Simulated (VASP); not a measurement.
Set up this calculation in VASP 6.6.1, as the native input.

```yaml
Task: single point
Functional: PBEsol
Potentials_or_basis: VASP PAW PBE potentials, release 64 (Au)
Cutoff: 520 eV
k_mesh: 24 × 24 × 12
Occupations: gaussian, width 0.15 eV
Spin: no spin polarisation
Dipole_correction: no
Further_INCAR_settings: ALGO = Fast; EDIFF = 1e-07; NBANDS = 18
```

The structure of Au lies in POSCAR:

```
Au
1.0
    2.7219306150      0.0000000000      0.0000000000
   -1.3609653075      2.3572610599      0.0000000000
    0.0000000000      0.0000000000      5.0301069144
Au
2
Direct
    0.3333333333      0.6666666667      0.7500000000
    0.6666666667      0.3333333333      0.2500000000
```

This isn't the form of Au at room conditions, which is fcc.

This cell differs from its parent crystal: strain -0.050 along x and y, +0.050 along z.

One way to write it, as run:

INCAR

```
SYSTEM = Au
  PREC = Accurate
  ENCUT = 520
  EDIFF = 1E-7
  ISMEAR = 0
  SIGMA = 0.15
  LREAL = .FALSE.
  LASPH = .TRUE.
  NELM = 100
  ALGO = Fast
  ISIF = 2
  LWAVE = .FALSE.
  LCHARG = .FALSE.
  GGA = PS
  NBANDS = 18
```

KPOINTS

```
regular mesh
0
G
  24 24 12
  0 0 0
```

Potentials or basis: VASP PAW PBE potentials, release 64 (Au).

Command:

```sh
$ cat potpaw_PBE.64/Au/POTCAR > POTCAR
$ mpirun -np 1 vasp_std > vasp.out
```

Results of the run:

The pressure is 14.0 GPa. The band gap on the k mesh is zero (bands 11 and 12 overlap by 7.48 eV).

Caveat: the cell differs from its parent crystal (strain -0.050 along x and y, +0.050 along z); the stress differs along the axes, from 3 to 20 GPa; the PAW data sets were made with another functional, which shifts forces and pressure a little; spin-orbit coupling is left out, which moves the levels of the heavy elements.

Run time: 100 s on 1 thread of AMD EPYC 9R45 96-Core Processor (Zen 5), on a shared host, peak memory 0.28 GiB.
